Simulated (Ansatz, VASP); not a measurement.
## One calculation of BaTiO3, two programs

The input INCAR:

```
SYSTEM = BaTiO3
PREC = Accurate ; ENCUT = 520
EDIFF = 1E-6 ; ISMEAR = 0
SIGMA = 0.05 ; LREAL = .False.
LASPH = .True. ; NELM = 150
ALGO = Normal ; ISIF = 2
LWAVE = .False. ; LCHARG = .False.
LMAXMIX = 4 ; LDAU = .True.
LDAUTYPE = 2 ; LDAUL = -1 2 -1
LDAUU = 0 4 0 ; LDAUJ = 0 0 0
LDAUPRINT = 1 ; GGA = PE
NBANDS = 28
```

Contents of KPOINTS:

```
Automatic mesh
0
Gamma
  6 6 6
  0 0 0
```

Contents of POSCAR:

```
BaTiO3
1.0
    4.0082194746      0.0000000000      0.0000000000
    0.0000000000      2.8732814721      2.8859183788
    0.0000000000     -2.8732814721      2.8859183788
Ba Ti O
1 1 3
Direct
    0.0000000000      0.0080771845      0.0080771845
    0.5000000000      0.5182891658      0.4902829540
    0.0000000000      0.4916268390      0.4916268390
    0.5000000000      0.4938075372      0.9829991522
    0.5000000000      0.9829991522      0.4938075372
```

Input for Ansatz:

```yaml
crystal:
  lattice:
    - [4.0082194746, 0.0, 0.0]
    - [0.0, 2.8732814721, 2.8859183788]
    - [0.0, -2.8732814721, 2.8859183788]
  atoms:
    - { symbol: Ba, position: [0.0, 0.0080771845, 0.0080771845] }
    - { symbol: Ti, position: [0.5, 0.5182891658, 0.490282954] }
    - { symbol: O, position: [0.0, 0.491626839, 0.491626839] }
    - { symbol: O, position: [0.5, 0.4938075372, 0.9829991522] }
    - { symbol: O, position: [0.5, 0.9829991522, 0.4938075372] }
basis:
  ecutwfc: 420
kpoints:
  mp_grid: { grid: [6, 6, 6] }
hamiltonian:
  xc: pbe
  hubbard: { sites: [{ species: Ti, l: d, u_eff: 4.0 }] }
scf:
  occupations: { method: gaussian, width: 0.05 }
output:
  forces: true
  stress: true
  eigenvalues: true
```

Alike in both runs: task single point; functional PBE; k mesh 6 × 6 × 6; occupations gaussian, width 0.05 eV; no spin polarisation; Hubbard terms Ti d U = 4.0 eV.

|  | VASP | Ansatz |
| --- | --- | --- |
| version | VASP 6.6.1 | Ansatz 0.2.0 |
| potentials or method | VASP PAW PBE potentials, release 64 (Ba_sv, Ti_sv, O), cutoff 520 eV | scalar-relativistic, plane waves, PAW |
| valence electrons in the cell | 40 | 40 |

|  | VASP | Ansatz | Ansatz less VASP |
| --- | --- | --- | --- |
| gap on the k mesh at the Fermi level (eV) | 2.19 | 2.24 | +0.041 |
| least direct gap on the mesh (eV) | 2.55 | 2.57 | +0.015 |
| pressure (GPa) | 2.2 | -1.2 | -3.37 |
| traceless stress, the component that is largest in VASP (GPa) | 1.42 | 1.13 | -0.294 |
| rms of the force components (eV/Å) | 0.219 | 0.186 | -0.0335 |

The programs project onto different local orbitals, so the same U acts differently, and such runs can settle in different states. Atom by atom the forces differ by 0.161 eV/Å (rms over components).

Neither program's run includes spin-orbit coupling.
